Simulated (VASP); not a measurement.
# BN in VASP: further runs, part 2 of 2

VASP 6.6.1. The steps go on from the part before.

**4. Single point, r2SCAN (shear xy strain -0.5%)**

POSCAR

```
BN
1.0
    2.5008381222     -0.0060020115      0.0000000000
   -1.2556169555      2.1687903504      0.0000000000
    0.0000000000      0.0000000000      6.8931397728
B N
2 2
Direct
    0.3325017823      0.6666577219      0.2500000000
    0.6674982177      0.3333422781      0.7500000000
    0.6652800069      0.3333195100      0.2500000000
    0.3347199931      0.6666804900      0.7500000000
```

INCAR.step1

```
ALGO     = Normal         # electronic algorithm
EDIFF    = 1E-4           # SCF threshold, eV
ENCUT    = 520            # plane-wave cutoff, eV
GGA      = PE             # functional
ISMEAR   = 0              # smearing method
LASPH    = True           # aspherical terms in the spheres
LCHARG   = False          # write CHGCAR
LREAL    = False          # projectors in reciprocal space
LWAVE    = True           # write WAVECAR
NBANDS   = 16             # bands
NELM     = 100            # most SCF steps
PREC     = Accurate       # precision mode
SIGMA    = 0.01           # smearing width, eV
```

INCAR.step2

```
ALGO     = Normal         # electronic algorithm
EDIFF    = 1E-6           # SCF threshold, eV
ENCUT    = 520            # plane-wave cutoff, eV
ISIF     = 2              # what is computed and relaxed
ISMEAR   = 0              # smearing method
ISTART   = 1            
LASPH    = True           # aspherical terms in the spheres
LCHARG   = True           # write CHGCAR
LELF     = True           # ELF
LMIXTAU  = True         
LREAL    = False          # projectors in reciprocal space
LVHAR    = True         
LWAVE    = False          # write WAVECAR
METAGGA  = R2SCAN         # meta-GGA
NBANDS   = 16             # bands
NELM     = 100            # most SCF steps
PREC     = Accurate       # precision mode
SIGMA    = 0.01           # smearing width, eV
```

KPOINTS

```
k-points
0
Gamma
  12 12 4
```

The run is started by

```console
> cat potpaw_PBE.64/B/POTCAR potpaw_PBE.64/N/POTCAR > POTCAR
> cp INCAR.step1 INCAR
> mpirun -np 1 vasp_std > vasp.out
> cp INCAR.step2 INCAR
> mpirun -np 1 vasp_std > vasp.out
```

Run time: 6.5 min. Hardware: 1 thread of Intel Xeon Platinum 8259CL at 2.50GHz (Skylake/Cascade Lake), shared host; peak memory 0.24 GiB.

Results (log left out):

* Free energy: -38.5952 eV
* Pressure: 0.4 GPa
* Band gap on the k mesh: 4.91 eV, indirect (least direct gap 5.37 eV)

Stress tensor (GPa, compression positive):
```
 0.73  1.66  0.00
 1.66  0.74  0.00
 0.00  0.00 -0.30
```

Levels at points of the mesh, in eV from the valence-band top:
```tsv
k point	band 4	band 5	band 6	band 7	band 8	band 9	band 10	band 11	band 12	band 13
(0.00, 0.00, 0.00)	-4.42	-1.38	-1.35	-1.32	-1.29	5.38	10.57	12.31	12.37	12.41
(0.50, 0.00, 0.00)	-9.21	-4.34	-4.29	-1.32	-0.49	4.95	6.20	10.15	10.64	13.14
(0.00, 0.50, 0.00)	-9.22	-4.29	-4.24	-1.34	-0.52	4.93	6.18	10.21	10.73	13.12
(0.50, 0.50, 0.00)	-9.23	-4.24	-4.19	-1.36	-0.54	4.91	6.16	10.27	10.82	13.09
(0.00, 0.00, 0.50)	-5.43	-1.36	-1.36	-1.31	-1.31	7.67	7.67	12.36	12.36	12.42
(0.50, 0.00, 0.50)	-9.24	-4.32	-4.32	-0.90	-0.90	5.38	5.38	10.56	10.56	14.12
(0.00, 0.50, 0.50)	-9.25	-4.27	-4.27	-0.92	-0.92	5.36	5.36	10.65	10.65	14.10
(0.50, 0.50, 0.50)	-9.26	-4.22	-4.22	-0.94	-0.94	5.34	5.34	10.73	10.73	14.09
```

Caveat: the cell differs from its parent crystal (shear xy strain -0.5%); the PAW data sets were made with another functional, which shifts forces and pressure a little. A k mesh can miss the band edges.

**5. Single point, HSE06 (strain +4.0%)**

POSCAR

```
BN
1.0
    2.6011217309      0.0000000000      0.0000000000
   -1.3005608654      2.2526374973      0.0000000000
    0.0000000000      0.0000000000      7.1695546777
B N
2 2
Direct
    0.3333333333      0.6666666667      0.2500000000
    0.6666666667      0.3333333333      0.7500000000
    0.6666666667      0.3333333333      0.2500000000
    0.3333333333      0.6666666667      0.7500000000
```

INCAR.step1

```
PREC     = Accurate       # precision mode
ENCUT    = 520            # plane-wave cutoff, eV
EDIFF    = 1E-5           # SCF threshold, eV
ISMEAR   = 0              # smearing method
SIGMA    = 0.01           # smearing width, eV
LREAL    = F              # projectors in reciprocal space
LASPH    = T              # aspherical terms in the spheres
NELM     = 100            # most SCF steps
ALGO     = Normal         # electronic algorithm
ISIF     = 2              # what is computed and relaxed
LWAVE    = T              # write WAVECAR
LCHARG   = F              # write CHGCAR
NBANDS   = 16             # bands
GGA      = PE             # functional
```

INCAR.step2

```
PREC     = Accurate       # precision mode
ENCUT    = 520            # plane-wave cutoff, eV
EDIFF    = 1E-6           # SCF threshold, eV
ISMEAR   = 0              # smearing method
SIGMA    = 0.01           # smearing width, eV
LREAL    = F              # projectors in reciprocal space
LASPH    = T              # aspherical terms in the spheres
NELM     = 100            # most SCF steps
ALGO     = Normal         # electronic algorithm
ISIF     = 2              # what is computed and relaxed
LWAVE    = F              # write WAVECAR
LCHARG   = F              # write CHGCAR
GGA      = PE             # functional
LHFCALC  = T              # exact exchange
HFSCREEN = 0.2079         # screening, 1/A
PRECFOCK = Normal       
NBANDS   = 16             # bands
ISTART   = 1
```

KPOINTS

```
regular mesh
0
Gamma
  9 9 4
```

The run is started by

```console
> cat potpaw_PBE.64/B/POTCAR potpaw_PBE.64/N/POTCAR > POTCAR
> cp INCAR.step1 INCAR
> mpirun -np 1 vasp_std > vasp.out
> cp INCAR.step2 INCAR
> mpirun -np 1 vasp_std > vasp.out
```

It took 76 min on 1 thread of Intel Xeon Platinum 8259CL at 2.50GHz (Skylake/Cascade Lake), shared host; peak memory 0.29 GiB.

The run converged. Its results:

| Item | Value |
| --- | --- |
| Free energy | -40.4105 eV |
| Pressure | -23.9 GPa |
| Band gap on the k mesh | 5.58 eV, indirect (least direct gap 5.76 eV) |

Stress tensor (GPa, compression positive):
```
-36.09   0.00   0.00
  0.00 -36.09   0.00
  0.00   0.00   0.50
```

Levels at points of the mesh, in eV from the valence-band top:
| k point | band 6 | band 7 | band 8 | band 9 | band 10 | band 11 |
| --- | --- | --- | --- | --- | --- | --- |
| (0.00, 0.00, 0.00) | -1.65 | -1.63 | -1.63 | 5.97 | 10.73 | 11.76 |
| (0.00, 0.00, 0.50) | -1.64 | -1.64 | -1.64 | 7.97 | 7.97 | 12.41 |

Caveat: the cell differs from its parent crystal (strain +4.0%); the PAW data sets were made with another functional, which shifts forces and pressure a little; this functional lacks dispersion, which binds the layers, so the pressure and a relaxed spacing across them are unreliable. A k mesh can miss the band edges.

**6. Single point, PBE (shear xy strain -0.5%)**

INCAR

```
  ALGO = Normal
  EDIFF = 1E-7
  ENCUT = 520
  GGA = PE
  ISIF = 2
  ISMEAR = -1
  LASPH = T
  LCHARG = F
  LREAL = F
  LWAVE = F
  NBANDS = 16
  NELM = 100
  PREC = Accurate
  SIGMA = 0.02
```

KPOINTS

```
k-points
0
Gamma
  12 12 4
```

POSCAR

```
BN
1.0
    2.5008381222     -0.0060020115      0.0000000000
   -1.2556169555      2.1687903504      0.0000000000
    0.0000000000      0.0000000000      6.8931397728
B N
2 2
Direct
    0.3325017823      0.6666577219      0.2500000000
    0.6674982177      0.3333422781      0.7500000000
    0.6652800069      0.3333195100      0.2500000000
    0.3347199931      0.6666804900      0.7500000000
```

Potentials or basis: VASP PAW PBE potentials, release 64 (B, N).

The run is started by

```console
> cat potpaw_PBE.64/B/POTCAR potpaw_PBE.64/N/POTCAR > POTCAR
> mpirun -np 1 vasp_std > vasp.out
```

OUTCAR:

```text
EDIFF = 1E-7
   ENCUT = 520
   GGA = PE
   ISIF = 2
   ISMEAR = -1
   LASPH = T
   LREAL = F
   NELM = 100
   PREC = Accurate

 ion  position               nearest neighbor table
   1  0.333  0.667  0.250-   3 1.44   3 1.44   3 1.45
   2  0.667  0.333  0.750-   4 1.44   4 1.44   4 1.45
   3  0.665  0.333  0.250-   1 1.44   1 1.44   1 1.45
   4  0.335  0.667  0.750-   2 1.44   2 1.44   2 1.45

  LATTYP: Found a simple monoclinic cell.
[... 641 lines left out ...]
      6      -3.3068      2.00000
[... 8 lines left out ...]
     15      16.8623      0.00000
     16      19.8107      0.00000

 [... further k-points ...]
[... 5 lines left out ...]
  --------------------------------------------------------------------------------------
  -------------------------------------------------------------------------------------
  Total        1.1474684      1.1489703      0.4071218      0.3715635      0.0000000      0.0000000
  in kB       49.2419160     49.3063675     17.4710315     15.9451001      0.0000000      0.0000000
  external PRESSURE =      38.6731050 kB  Pullay stress =       0.0000000 kB

 VOLUME and BASIS-vectors are now :
 -----------------------------------------------------------------------------
  energy-cutoff  :      520.00
  volume of cell :       37.34
      direct lattice vectors                 reciprocal lattice vectors
     2.500838122 -0.006002012  0.000000000     0.400422322  0.231823725  0.000000000
    -1.255616956  2.168790350  0.000000000     0.001108147  0.461728082  0.000000000
     0.000000000  0.000000000  6.893139773     0.000000000  0.000000000  0.145071772

 POSITION                                       TOTAL-FORCE (eV/Angst)
 -----------------------------------------------------------------------------------
     -0.00553      1.44385      1.72328         0.004065      0.000020      0.000000
      1.25075      0.71894      5.16985        -0.004065     -0.000020     -0.000000
      1.24524      0.71891      1.72328        -0.004251     -0.000028      0.000000
     -0.00001      1.44388      5.16985         0.004251      0.000028     -0.000000
 -----------------------------------------------------------------------------------
    total drift:                                0.000000     -0.000000     -0.000000

  FREE ENERGIE OF THE ION-ELECTRON SYSTEM (eV)
  ---------------------------------------------------
  free  energy   TOTEN  =       -35.1698222000 eV

  energy  without entropy=      -35.1698222000  energy(sigma->0) =      -35.16982220
```

Run time: 1.9 min. Hardware: 1 thread of Intel Xeon Platinum 8259CL at 2.50GHz (Skylake/Cascade Lake), shared host; peak memory 0.23 GiB.

Results:

```
Free energy            : -35.1698 eV
Pressure               : 3.9 GPa
Largest force          : 0.004 eV/Å
Band gap on the k mesh : 4.32 eV, indirect (least direct gap 4.66 eV)
```

Forces in eV/Å, atoms in the order of the input:
```
B    0.004  0.000  0.000
B   -0.004  0.000  0.000
N   -0.004  0.000  0.000
N    0.004  0.000  0.000
```

Caveat: the cell differs from its parent crystal (shear xy strain -0.5%); this functional lacks dispersion, which binds the layers, so the pressure and a relaxed spacing across them are unreliable. A k mesh can miss the band edges.

**7. The runs side by side**

| level | cell | k mesh | smearing | grid for exact exchange (PRECFOCK) | screening parameter | gap on the mesh (eV) | pressure (GPa) |
| --- | --- | --- | --- | --- | --- | --- | --- |
| r2SCAN | a = 2.601, b = 2.601, c = 7.170 Å, angles 90.0, 90.0, 120.0°, 4 atoms | 12 × 12 × 4 | gaussian 0.01 eV | - | - | 4.76 | -22.7 |
| PBE | a = 2.601, b = 2.601, c = 7.170 Å, angles 90.0, 90.0, 120.0°, 4 atoms | 12 × 12 × 4 | fermi-dirac 0.02 eV | - | - | 4.18 | -19.2 |
| r2SCAN | a = 2.501, b = 2.506, c = 6.893 Å, angles 90.0, 90.0, 120.2°, 4 atoms | 12 × 12 × 4 | gaussian 0.01 eV | - | - | 4.91 | 0.4 |
| HSE06 | a = 2.601, b = 2.601, c = 7.170 Å, angles 90.0, 90.0, 120.0°, 4 atoms | 9 × 9 × 4 | gaussian 0.01 eV | Normal | 0.2079 1/Å | 5.58 | -23.9 |
| PBE | a = 2.501, b = 2.506, c = 6.893 Å, angles 90.0, 90.0, 120.2°, 4 atoms | 12 × 12 × 4 | fermi-dirac 0.02 eV | - | - | 4.32 | 3.9 |

Alike in all rows: task single point; potentials or basis VASP PAW PBE potentials, release 64 (B, N); no spin polarisation; cutoff (eV) 520.

Caveats: the PAW data sets were made with another functional, which shifts forces and pressure a little (some runs); this functional lacks dispersion, which binds the layers, so the pressure and a relaxed spacing across them are unreliable (some runs).

Absolute energies hang on the potentials; compare differences alone.
